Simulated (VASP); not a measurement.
Wanted: the native input for a VASP 6.6.1 run.

- Task: single point
- Functional: PBE
- Potentials or basis: VASP PAW PBE potentials, release 64 (W_sv, Sb)
- Cutoff: 520 eV
- k mesh: 10 × 10 × 6
- Occupations: gaussian, width 0.05 eV
- Spin: no spin polarisation
- Dipole correction: no
- Further INCAR settings: ALGO = Normal; EDIFF = 1e-06; NBANDS = 27

The structure of SbW lies in POSCAR:

```
SbW
1.0
    4.2946997552      0.0000000000      0.0000000000
   -2.1473498776      3.7193190896      0.0000000000
    0.0000000000      0.0000000000      5.1685927943
W Sb
2 2
Direct
    0.0000000000      0.0000000000      0.0000000000
    0.0000000000      0.0000000000      0.5000000000
    0.3333333333      0.6666666667      0.2500000000
    0.6666666667      0.3333333333      0.7500000000
```

The input as run:

INCAR

```
  PREC = Accurate
  ENCUT = 520
  EDIFF = 1E-6
  ISMEAR = 0
  SIGMA = 0.05
  LREAL = False
  LASPH = True
  NELM = 60
  ALGO = Normal
  ISIF = 2
  LWAVE = False
  LCHARG = False
  GGA = PE
  NBANDS = 27
```

KPOINTS

```
Automatic mesh
0
Gamma
  10 10 6
```

Potentials or basis: VASP PAW PBE potentials, release 64 (W_sv, Sb).

Command:

```bash
$ cat potpaw_PBE.64/W_sv/POTCAR potpaw_PBE.64/Sb/POTCAR > POTCAR
$ mpirun -np 1 vasp_std > vasp.out
```

Results of the run:

```json
{
 "Pressure": "9.0 GPa",
 "Band gap on the k mesh": "zero (bands 19 and 20 overlap by 1.55 eV)"
}
```

Caveat: the cell stands under pressure; spin-orbit coupling is left out, which moves the levels of the heavy elements.

Run time: 2.9 min on 1 thread of Intel Xeon 8259CL, with other jobs on the host, peak memory 0.26 GiB.
